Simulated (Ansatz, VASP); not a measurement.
# One calculation of TlGaS3, two programs

```
CELL_PARAMETERS angstrom
6.58399 0.00000 0.00000
-3.29200 5.70191 0.00000
0.00000 0.00000 5.53056
ATOMIC_POSITIONS crystal
Tl 0.33333 0.66667 0.75000
Tl 0.66667 0.33333 0.25000
Ga 0.00000 0.00000 0.00000
Ga 0.00000 0.00000 0.50000
S 0.83333 0.66667 0.75000
S 0.33333 0.16667 0.75000
S 0.83333 0.16667 0.75000
S 0.16667 0.33333 0.25000
S 0.66667 0.83333 0.25000
S 0.16667 0.83333 0.25000
```

Alike in both runs: task relaxation of cell and atoms; functional PBE; k mesh 3 × 3 × 4; occupations gaussian, width 0.1 eV; no spin polarisation.

```csv
,VASP,Ansatz
version,VASP 6.6.1,Ansatz 0.2.0
potentials or method,"VASP PAW PBE potentials, release 64 (Tl_d, Ga_d, S), cutoff 600 eV","scalar-relativistic, plane waves, PAW"
valence electrons in the cell,88,88
```

```tsv
	VASP	Ansatz	Ansatz less VASP
gap on the k mesh at the Fermi level, each at its own relaxed structure (eV)	none	none	-
relaxed volume (Å³/atom)	22.30	22.23	-0.066
relaxed cell length with the largest relative difference (Å)	6.264	6.253	-0.0109
```

A gap of «none» marks a metal or a gap that the smearing closes.

The k mesh is coarse, so the values compare programs but aren't converged. Neither program's run includes spin-orbit coupling.
